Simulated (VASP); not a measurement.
# CsO (Immm) in VASP: a series of runs

Runs on CsO. Level: LDA. Tasks: single point.

All numbers are computed with VASP 6.6.1; they aren't measurements. Logs are shortened: lines on timing, memory, paths and dates and some standing lists are left out, and cuts for length are marked.

### Step 1. The cell of the first run

Symmetry: Immm, No. 71, orthorhombic system. The conventional cell has a = 4.214 Å, b = 6.269 Å, c = 7.893 Å, α = 90.00°, β = 90.00°, γ = 90.00°. Within 4.0 Å of Cs (site symmetry mm2) lie 6 O at 2.98 to 3.09 Å and 6 Cs at 3.78 to 3.95 Å. Within 2.0 Å of O (site symmetry m2m) lie 1 O at 1.50 Å.

### Step 2. Single point, LDA (strain -0.025 along x and y, +0.050 along z)

INCAR reads:

```
SYSTEM = CsO
PREC = Accurate
ENCUT = 520
EDIFF = 1E-6
ISMEAR = 0
SIGMA = 0.05
LREAL = .FALSE.
LASPH = .TRUE.
NELM = 100
ALGO = Normal
ISIF = 2
LWAVE = .FALSE.
LCHARG = .TRUE.
LELF = .TRUE.
LVHAR = .TRUE.
NBANDS = 23
```

KPOINTS reads:

```
regular mesh
0
G
  8 8 8
  0 0 0
```

POSCAR reads:

```
CsO
1.0
   -2.1069750000      3.1346250000      3.9464250000
    2.1069750000     -3.1346250000      3.9464250000
    2.1069750000      3.1346250000     -3.9464250000
Cs O
2 2
Direct
    0.2500000000      0.2500000000      0.0000000000
    0.7500000000      0.7500000000      0.0000000000
    0.6200000000      0.0000000000      0.6200000000
    0.3800000000      0.0000000000      0.3800000000
```

Potentials or basis: VASP PAW LDA potentials, release 64 (Cs_sv, O).

Started as:

```sh
$ cat potpaw_LDA.64/Cs_sv/POTCAR potpaw_LDA.64/O/POTCAR > POTCAR
$ mpirun -np 1 vasp_std > vasp.out
```

OUTCAR:

```text
SYSTEM = CsO
   PREC = Accurate
   ENCUT = 520
   EDIFF = 1E-6
   ISMEAR = 0
   LREAL = .FALSE.
   LASPH = .TRUE.
   NELM = 100
   ISIF = 2

 ion  position               nearest neighbor table
   1  0.250  0.250  0.000-
   2  0.750  0.750  0.000-
   3  0.620  0.000  0.620-   4 1.50
   4  0.380  0.000  0.380-   3 1.50

  LATTYP: Found a body centered orthorhombic cell.
 ALAT       =     4.2139500000
 B/A-ratio  =     1.4877371587
 C/A-ratio  =     1.8730288684

  Lattice vectors:

 A1 = (  -2.1069750000,   3.1346250000,   3.9464250000)
 A2 = (   2.1069750000,  -3.1346250000,   3.9464250000)
 A3 = (   2.1069750000,   3.1346250000,  -3.9464250000)

Analysis of symmetry for initial positions (statically):
=====================================================================
 Subroutine PRICEL returns:
 Original cell was already a primitive cell.

 Routine SETGRP: Setting up the symmetry group for a
 body centered orthorhombic supercell.

 Subroutine GETGRP returns: Found  8 space group operations
 (whereof  8 operations were pure point group operations)
 out of a pool of  8 trial point group operations.

The static configuration has the point symmetry D_2h.

Analysis of symmetry for dynamics (positions and initial velocities):
=====================================================================
 Subroutine PRICEL returns:
 Original cell was already a primitive cell.

 Routine SETGRP: Setting up the symmetry group for a
 body centered orthorhombic supercell.

 Subroutine GETGRP returns: Found  8 space group operations
 (whereof  8 operations were pure point group operations)
 out of a pool of  8 trial point group operations.

The dynamic configuration has the point symmetry D_2h.

 Subroutine INISYM returns: Found  8 space group operations
 (whereof  8 operations are pure point group operations),
 and found     1 'primitive' translations

----------------------------------------------------------------------------------------

                                     Primitive cell

  volume of cell :     104.2579

  direct lattice vectors                    reciprocal lattice vectors
    -2.106975000  3.134625000  3.946425000     0.000000000  0.159508713  0.126696947
     2.106975000 -3.134625000  3.946425000     0.237307040  0.000000000  0.126696947
     2.106975000  3.134625000 -3.946425000     0.237307040  0.159508713  0.000000000

  length of vectors
     5.462553233  5.462553233  5.462553233     0.203703574  0.269010683  0.285932965

  position of ions in fractional coordinates (direct lattice)
     0.250000000  0.250000000  0.000000000
     0.750000000  0.750000000  0.000000000
     0.620000000  0.000000000  0.620000000
     0.380000000  0.000000000  0.380000000

  ion indices of the primitive-cell ions
   primitive index   ion index
                 1           1
                 2           2
                 3           3
                 4           4

----------------------------------------------------------------------------------------

 KPOINTS: regular mesh

Automatic generation of k-mesh.
 Grid dimensions read from file:
 generate k-points for:    8    8    8

 Generating k-lattice:

  Cartesian coordinates                     Fractional coordinates (reciprocal lattice)
     0.000000000  0.019938589  0.015837118     0.125000000  0.000000000  0.000000000
     0.029663380  0.000000000  0.015837118     0.000000000  0.125000000  0.000000000
     0.029663380  0.019938589  0.000000000     0.000000000  0.000000000  0.125000000

  Length of vectors
     0.025462947  0.033626335  0.035741621

  Shift w.r.t. Gamma in fractional coordinates (k-lattice)
     0.000000000  0.000000000  0.000000000

 Subroutine IBZKPT returns following result:
 ===========================================

 Found     95 irreducible k-points:

 Following reciprocal coordinates:
            Coordinates               Weight
  0.000000  0.000000  0.000000      1.000000
  0.125000  0.000000  0.000000      4.000000
  0.250000  0.000000  0.000000      4.000000
  0.375000  0.000000  0.000000      4.000000
  0.500000  0.000000  0.000000      2.000000
  0.000000  0.125000 -0.000000      4.000000
[... 16 lines left out ...]
  0.125000  0.375000  0.000000      8.000000
  0.250000  0.375000  0.000000      8.000000
 [... further k-points ...]
   k-points           NKPTS =     95   k-points in BZ     NKDIM =     95   number of bands    NBANDS=     23
   number of dos      NEDOS =    301   number of ions     NIONS =      4
   total plane-waves  NPLWV =  74088
   dimension x,y,z NGX =    42 NGY =   42 NGZ =   42
   dimension x,y,z NGXF=    84 NGYF=   84 NGZF=   84
   ions per type =               2   2
   NGX,Y,Z   is equivalent  to a cutoff of  12.78, 12.78, 12.78 a.u.
   NGXF,Y,Z  is equivalent  to a cutoff of  25.56, 25.56, 25.56 a.u.
 SYSTEM =  CsO
   PREC   = accura    normal or accurate (medium, high low for compatibility)
   ISTART =      0    job   : 0-new  1-cont  2-samecut
[... 36 lines left out ...]
   LEPSILON=     F    determine dielectric tensor
   LRPA    =     F    only Hartree local field effects (RPA)
 non-spin polarized calculation
 Gauss-broadening in eV      SIGMA  =   0.05
  energy-cutoff  :      520.00
  volume of cell :      104.26
 maximum number of plane-waves:      2842
 NGX is ok and might be reduce to    42
   NGX = 21   NGY = 21   NGZ = 21

 number of electron      30.0000006 magnetization

 Free energy of the ion-electron system (eV)
  ---------------------------------------------------
  ext. energy  EPLUGINS =         0.00000000
  ---------------------------------------------------
  free energy    TOTEN  =       -17.83621506 eV

  energy without entropy =      -17.83621506  energy(sigma->0) =      -17.83621506

 E-fermi :   2.5243     XC(G=0):  -8.9320

 val. band max:        2.2807310864   @ k =   0.0000   0.0000   0.0000
 cond. band min:       3.8322986599   @ k =   0.1250  -0.1250   0.1250
 fundamental gap:      1.5515675735
 Fermi energy:         2.5243229023

 k-point     1 :       0.0000    0.0000    0.0000
  band No.  band energies     occupation
      1     -19.9139      2.00000
      2     -19.2824      2.00000
      3     -17.6849      2.00000
      4     -11.7976      2.00000
      5      -7.3893      2.00000
      6      -6.6767      2.00000
[... 15 lines left out ...]
     22       8.5582      0.00000
     23       8.9399      0.00000

 k-point     2 :       0.1250    0.0000    0.0000
  band No.  band energies     occupation
      1     -19.8889      2.00000
      2     -19.3029      2.00000
      3     -17.6973      2.00000
      4     -11.8031      2.00000
      5      -7.3191      2.00000
      6      -6.6465      2.00000
[... 15 lines left out ...]
     22       8.5529      0.00000
     23       8.8098      0.00000

 k-point     3 :       0.2500    0.0000    0.0000
  band No.  band energies     occupation
      1     -19.8184      2.00000
      2     -19.3628      2.00000
      3     -17.7276      2.00000
      4     -11.8148      2.00000
      5      -7.1376      2.00000
      6      -6.5579      2.00000
[... 15 lines left out ...]
     22       8.5389      0.00000
     23       8.5800      0.00000

 k-point     4 :       0.3750    0.0000    0.0000
  band No.  band energies     occupation
      1     -19.7170      2.00000
      2     -19.4535      2.00000
      3     -17.7581      2.00000
      4     -11.8241      2.00000
      5      -6.8946      2.00000
      6      -6.4551      2.00000
[... 15 lines left out ...]
     22       8.4405      0.00000
     23       8.5234      0.00000

 k-point     5 :       0.5000    0.0000    0.0000
  band No.  band energies     occupation
      1     -19.6365      2.00000
      2     -19.5295      2.00000
      3     -17.7707      2.00000
      4     -11.8272      2.00000
      5      -6.6280      2.00000
      6      -6.5961      2.00000
[... 434 lines left out ...]
 k-point    22 :       0.0000    0.3750    0.0000
  band No.  band energies     occupation
      1     -19.6008      2.00000
      2     -19.3755      2.00000
      3     -17.8721      2.00000
      4     -11.8145      2.00000
      5      -6.9898      2.00000
      6      -6.7890      2.00000
[... 15 lines left out ...]
     22       8.2877      0.00000
     23       9.0688      0.00000

 k-point    23 :       0.1250    0.3750    0.0000
  band No.  band energies     occupation
      1     -19.5607      2.00000
      2     -19.4034      2.00000
      3     -17.8916      2.00000
      4     -11.8196      2.00000
      5      -7.1557      2.00000
      6      -6.7367      2.00000
[... 15 lines left out ...]
     22       8.7435      0.00000
     23       8.7880      0.00000

 k-point    24 :       0.2500    0.3750    0.0000
  band No.  band energies     occupation
      1     -19.5094      2.00000
      2     -19.4429      2.00000
      3     -17.9110      2.00000
      4     -11.8141      2.00000
      5      -7.3172      2.00000
      6      -6.9584      2.00000
[... 15 lines left out ...]
     22       8.9216      0.00000
     23       9.2009      0.00000

 [... further k-points ...]
[... 5 lines left out ...]
  --------------------------------------------------------------------------------------
  -------------------------------------------------------------------------------------
  Total       -1.3644527     -1.6720986     -3.3130635     -0.0000000      0.0000000      0.0000000
  in kB      -20.9681570    -25.6958892    -50.9133327     -0.0000000      0.0000000      0.0000000
  external PRESSURE =     -32.5257930 kB  Pullay stress =       0.0000000 kB

 VOLUME and BASIS-vectors are now :
 -----------------------------------------------------------------------------
  energy-cutoff  :      520.00
  volume of cell :      104.26
      direct lattice vectors                 reciprocal lattice vectors
    -2.106975000  3.134625000  3.946425000     0.000000000  0.159508713  0.126696947
     2.106975000 -3.134625000  3.946425000     0.237307040  0.000000000  0.126696947
     2.106975000  3.134625000 -3.946425000     0.237307040  0.159508713  0.000000000

 POSITION                                       TOTAL-FORCE (eV/Angst)
 -----------------------------------------------------------------------------------
      0.00000      0.00000      1.97321         0.000000     -0.000000      0.300100
      0.00000      0.00000      5.91964        -0.000000      0.000000     -0.300100
      0.00000      3.88693      0.00000         0.000000     -0.474361      0.000000
      0.00000      2.38232      0.00000        -0.000000      0.474361     -0.000000
 -----------------------------------------------------------------------------------
    total drift:                               -0.000000     -0.000000      0.000000

  FREE ENERGIE OF THE ION-ELECTRON SYSTEM (eV)
  ---------------------------------------------------
  free  energy   TOTEN  =       -17.8362150590 eV

  energy  without entropy=      -17.8362150590  energy(sigma->0) =      -17.83621506
```

Wall time 4.3 min (1 thread of Intel Xeon Platinum 8488C (Sapphire Rapids), shared host); peak memory 0.33 GiB.

What came out:

```
Free energy            : -17.8362 eV
Pressure               : -3.3 GPa
Largest force          : 0.474 eV/Å
Band gap on the k mesh : 1.55 eV (least direct gap 1.63 eV)
```

Forces on the atoms (eV/Å):
```
Cs   0.000  0.000  0.300
Cs   0.000  0.000 -0.300
O    0.000 -0.474  0.000
O    0.000  0.474  0.000
```

Caveat: the cell differs from its parent crystal (strain -0.025 along x and y, +0.050 along z); the cell stands under tension; spin-orbit coupling is left out, which moves the levels of the heavy elements. A k mesh can miss the band edges.

### Step 3. Single point, LDA (strain +0.025 along x and y, -0.050 along z)

INCAR reads:

```
ALGO = Normal
EDIFF = 1E-6
ENCUT = 520
ISIF = 2
ISMEAR = 0
LASPH = True
LCHARG = False
LREAL = False
LWAVE = False
NBANDS = 23
NELM = 80
PREC = Accurate
SIGMA = 0.05
```

KPOINTS reads:

```
k-points
0
Gamma
  8 8 8
```

POSCAR reads:

```
CsO
1.0
   -2.2150250000      3.2953750000      3.5705750000
    2.2150250000     -3.2953750000      3.5705750000
    2.2150250000      3.2953750000     -3.5705750000
Cs O
2 2
Direct
    0.2500000000      0.2500000000      0.0000000000
    0.7500000000      0.7500000000      0.0000000000
    0.6200000000      0.0000000000      0.6200000000
    0.3800000000      0.0000000000      0.3800000000
```

Potentials or basis: VASP PAW LDA potentials, release 64 (Cs_sv, O).

Started as:

```sh
$ cat potpaw_LDA.64/Cs_sv/POTCAR potpaw_LDA.64/O/POTCAR > POTCAR
$ mpirun -np 1 vasp_std > vasp.out
```

Run time: 3.2 min. Hardware: 1 thread of Intel Xeon Platinum 8488C (Sapphire Rapids), shared host; peak memory 0.32 GiB.

The run converged. Its results:

```
Free energy            : -17.7834 eV
Pressure               : -3.4 GPa
Largest force          : 1.631 eV/Å
Band gap on the k mesh : 1.59 eV (least direct gap 1.74 eV)
```

Forces on the atoms (eV/Å):
```
Cs   0.000  0.000  0.190
Cs   0.000  0.000 -0.190
O    0.000 -1.631  0.000
O    0.000  1.631  0.000
```

Stress tensor (GPa, compression positive):
```
-2.99  0.00  0.00
 0.00 -6.78  0.00
 0.00  0.00 -0.44
```

Levels at points of the mesh, in eV from the valence-band top:
| k point | band 13 | band 14 | band 15 | band 16 | band 17 | band 18 |
| --- | --- | --- | --- | --- | --- | --- |
| (0.00, 0.00, 0.00) | -3.37 | -0.84 | 0.00 | 1.75 | 1.91 | 3.14 |
| (0.50, 0.00, 0.00) | -3.15 | -0.61 | -0.46 | 2.48 | 3.34 | 4.19 |
| (0.00, 0.50, 0.00) | -2.86 | -0.75 | -0.40 | 2.67 | 2.91 | 4.95 |
| (0.50, 0.50, 0.00) | -2.83 | -0.79 | -0.69 | 2.49 | 2.98 | 3.29 |
| (0.50, 0.50, 0.50) | -3.02 | -0.54 | -0.50 | 2.25 | 2.75 | 4.01 |

Caveat: the cell differs from its parent crystal (strain +0.025 along x and y, -0.050 along z); the stress differs along the axes, from -7 to -0 GPa; spin-orbit coupling is left out, which moves the levels of the heavy elements; forces of over 1 eV/Å act on the atoms, so gaps and moduli don't describe the material at rest.

### Step 4. Single point, LDA (strain +0.000 along x and y, +0.025 along z)

INCAR reads:

```
SYSTEM = CsO
PREC = Accurate
ENCUT = 520
EDIFF = 1E-6
ISMEAR = 0
SIGMA = 0.05
LREAL = .FALSE.
LASPH = .TRUE.
NELM = 100
ALGO = Normal
ISIF = 2
LWAVE = .FALSE.
LCHARG = .TRUE.
LELF = .TRUE.
LVHAR = .TRUE.
NBANDS = 23
```

KPOINTS reads:

```
regular mesh
0
G
  8 8 8
  0 0 0
```

POSCAR reads:

```
CsO
1.0
   -2.1610000000      3.2150000000      3.8524625000
    2.1610000000     -3.2150000000      3.8524625000
    2.1610000000      3.2150000000     -3.8524625000
Cs O
2 2
Direct
    0.2500000000      0.2500000000      0.0000000000
    0.7500000000      0.7500000000      0.0000000000
    0.6200000000      0.0000000000      0.6200000000
    0.3800000000      0.0000000000      0.3800000000
```

Started as:

```sh
$ cat potpaw_LDA.64/Cs_sv/POTCAR potpaw_LDA.64/O/POTCAR > POTCAR
$ mpirun -np 1 vasp_std > vasp.out
```

Wall time 3.3 min (1 thread of Intel Xeon Platinum 8488C (Sapphire Rapids), shared host); peak memory 0.34 GiB.

It converged, with:

| Property | Result |
| --- | --- |
| Free energy | -17.8064 eV |
| Pressure | -4.0 GPa |
| Largest force | 1.092 eV/Å |
| Band gap on the k mesh | 1.53 eV (least direct gap 1.66 eV) |

Forces on the atoms (eV/Å):
```
Cs   0.000  0.000  0.297
Cs   0.000  0.000 -0.297
O    0.000 -1.092  0.000
O    0.000  1.092  0.000
```

Stress tensor (GPa, compression positive):
```
-2.95  0.00  0.00
 0.00 -4.94  0.00
 0.00  0.00 -4.25
```

Levels at points of the mesh, in eV from the valence-band top:
| k point | band 11 | band 12 | band 13 | band 14 | band 15 | band 16 | band 17 | band 18 | band 19 | band 20 |
| --- | --- | --- | --- | --- | --- | --- | --- | --- | --- | --- |
| (0.00, 0.00, 0.00) | -5.10 | -3.62 | -3.55 | -0.63 | 0.00 | 1.67 | 1.98 | 2.88 | 3.94 | 5.07 |
| (0.50, 0.00, 0.00) | -5.01 | -3.55 | -3.42 | -0.45 | -0.44 | 2.29 | 3.47 | 3.60 | 4.91 | 5.39 |
| (0.00, 0.50, 0.00) | -4.96 | -3.28 | -3.15 | -0.74 | -0.36 | 2.78 | 3.01 | 4.86 | 5.21 | 5.29 |
| (0.50, 0.50, 0.00) | -5.01 | -3.33 | -3.21 | -0.78 | -0.69 | 2.57 | 2.94 | 3.17 | 4.23 | 5.13 |
| (0.50, 0.50, 0.50) | -4.96 | -3.75 | -3.29 | -0.62 | -0.36 | 1.92 | 3.17 | 3.49 | 3.93 | 4.66 |

Caveat: the cell differs from its parent crystal (strain +0.000 along x and y, +0.025 along z); the cell stands under tension; spin-orbit coupling is left out, which moves the levels of the heavy elements; forces of over 1 eV/Å act on the atoms, so gaps and moduli don't describe the material at rest. A k mesh can miss the band edges.

### Step 5. Single point, LDA (strain +0.025 along x and y, -0.025 along z)

INCAR reads:

```
  PREC = Accurate
  ENCUT = 520
  EDIFF = 1E-6
  ISMEAR = 0
  SIGMA = 0.05
  LREAL = F
  LASPH = T
  NELM = 80
  ALGO = Normal
  ISIF = 2
  LWAVE = F
  LCHARG = F
  NBANDS = 23
```

KPOINTS reads:

```
regular mesh
0
Gamma
  8 8 8
```

POSCAR reads:

```
CsO
1.0
   -2.2150250000      3.2953750000      3.6645375000
    2.2150250000     -3.2953750000      3.6645375000
    2.2150250000      3.2953750000     -3.6645375000
Cs O
2 2
Direct
    0.2500000000      0.2500000000      0.0000000000
    0.7500000000      0.7500000000      0.0000000000
    0.6200000000      0.0000000000      0.6200000000
    0.3800000000      0.0000000000      0.3800000000
```

Started as:

```sh
$ cat potpaw_LDA.64/Cs_sv/POTCAR potpaw_LDA.64/O/POTCAR > POTCAR
$ mpirun -np 1 vasp_std > vasp.out
```

Wall time 2.7 min (1 thread of Intel Xeon Platinum 8488C (Sapphire Rapids), shared host); peak memory 0.32 GiB.

It converged, with:

* Free energy: -17.7629 eV
* Pressure: -4.1 GPa
* Largest force: 1.606 eV/Å
* Band gap on the k mesh: 1.55 eV (least direct gap 1.69 eV)

Forces on the atoms (eV/Å):
```
Cs   0.000  0.000  0.245
Cs   0.000  0.000 -0.245
O    0.000 -1.606  0.000
O    0.000  1.606  0.000
```

Stress tensor (GPa, compression positive):
```
-3.40  0.00  0.00
 0.00 -6.82  0.00
 0.00  0.00 -2.07
```

Levels at points of the mesh, in eV from the valence-band top:
| k point | band 11 | band 12 | band 13 | band 14 | band 15 | band 16 | band 17 | band 18 | band 19 | band 20 |
| --- | --- | --- | --- | --- | --- | --- | --- | --- | --- | --- |
| (0.00, 0.00, 0.00) | -4.92 | -3.41 | -3.35 | -0.75 | 0.00 | 1.80 | 1.81 | 3.08 | 4.64 | 4.89 |
| (0.50, 0.00, 0.00) | -4.79 | -3.33 | -3.16 | -0.54 | -0.43 | 2.39 | 3.34 | 4.03 | 4.94 | 5.67 |
| (0.00, 0.50, 0.00) | -4.78 | -2.98 | -2.88 | -0.72 | -0.38 | 2.69 | 2.86 | 4.89 | 5.45 | 5.50 |
| (0.50, 0.50, 0.00) | -4.80 | -3.10 | -2.87 | -0.75 | -0.67 | 2.48 | 2.97 | 3.25 | 4.70 | 4.83 |
| (0.50, 0.50, 0.50) | -4.80 | -3.53 | -3.03 | -0.53 | -0.44 | 2.19 | 2.79 | 3.95 | 4.03 | 4.97 |

Caveat: the cell differs from its parent crystal (strain +0.025 along x and y, -0.025 along z); the cell stands under tension; spin-orbit coupling is left out, which moves the levels of the heavy elements; forces of over 1 eV/Å act on the atoms, so gaps and moduli don't describe the material at rest. A k mesh can miss the band edges.

### Step 6. Overview

```csv
cell,gap on the mesh (eV),pressure (GPa),largest force (eV/Å)
"a = 5.463 Å, angles 134.6, 110.0, 87.5°, 4 atoms",1.55,-3.3,0.47
"a = 5.340 Å, angles 131.0, 103.8, 96.1°, 4 atoms",1.59,-3.4,1.63
"a = 5.463 Å, angles 133.4, 107.9, 90.3°, 4 atoms",1.53,-4.0,1.09
"a = 5.403 Å, angles 131.6, 104.8, 94.6°, 4 atoms",1.55,-4.1,1.61
```

Alike in all rows: task single point; level LDA; potentials or basis VASP PAW LDA potentials, release 64 (Cs_sv, O); no spin polarisation; k mesh 8 × 8 × 8; cutoff (eV) 520; smearing gaussian 0.05 eV.

Caveats: spin-orbit coupling is left out, which moves the levels of the heavy elements; the cell stands under tension (at least some runs); forces of over 1 eV/Å act on the atoms, so gaps and moduli don't describe the material at rest (at least some runs); the stress differs along the axes, from -7 to -0 GPa (at least some runs).

Absolute energies hang on the potentials; compare differences alone.
